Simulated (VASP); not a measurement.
The system is GaB3As4.

```
CELL_PARAMETERS angstrom
4.86643 0.00000 0.00000
0.00000 4.86643 0.00000
0.00000 0.00000 4.86643
ATOMIC_POSITIONS crystal
B 0.50000 0.00000 0.00000
B 0.00000 0.50000 0.00000
B 0.00000 0.00000 0.50000
As 0.75000 0.25000 0.25000
As 0.25000 0.75000 0.25000
As 0.25000 0.25000 0.75000
As 0.75000 0.75000 0.75000
Ga 0.50000 0.50000 0.50000
```

- Program: VASP 6.6.1
- Task: relaxation of cell and atoms
- Functional: PBE
- Potentials or basis: VASP PAW PBE potentials, release 64 (B, As, Ga_d)
- Cutoff: 600 eV
- k mesh: 6 × 6 × 6
- Occupations: fermi-dirac, width 0.02 eV
- Spin: no spin polarisation

At the start: pressure 20.6 GPa; volume 14.41 Å³/atom.

Where does the relaxation end?

Over 10 steps the energy falls by 267.3 meV/atom and the volume is 16.20 Å³/atom (+12.4 %); space group P-43m (No. 215, to 0.05 Å).

Step by step:
```tsv
step	energy change (eV)	largest force (eV/Å)	pressure (GPa)	volume (Å³)
1	0.0000	5.3582	20.63	115.25
2	-0.6947	2.2606	-10.48	149.03
3	-2.1324	0.0285	-1.23	131.19
4	-2.1354	0.0765	-0.83	130.68
5	-2.1357	0.1442	-0.55	130.36
6	-2.1385	0.0117	0.26	129.34
7	-2.1386	0.0324	0.08	129.50
8	-2.1386	0.0293	0.14	129.48
9	-2.1387	0.0147	-0.03	129.65
10	-2.1387	0.0007	0.03	129.59
```

Final structure:
```xyz
8
Lattice="5.0605 0.0000 0.0000 0.0000 5.0605 0.0000 0.0000 0.0000 5.0605" Properties=species:S:1:pos:R:3 pbc="T T T"
B     2.5302    0.0000    0.0000
B     0.0000    2.5302    0.0000
B     0.0000    0.0000    2.5302
As    3.8782    1.1823    1.1823
As    1.1823    3.8782    1.1823
As    1.1823    1.1823    3.8782
As    3.8782    3.8782    3.8782
Ga    2.5302    2.5302    2.5302
```
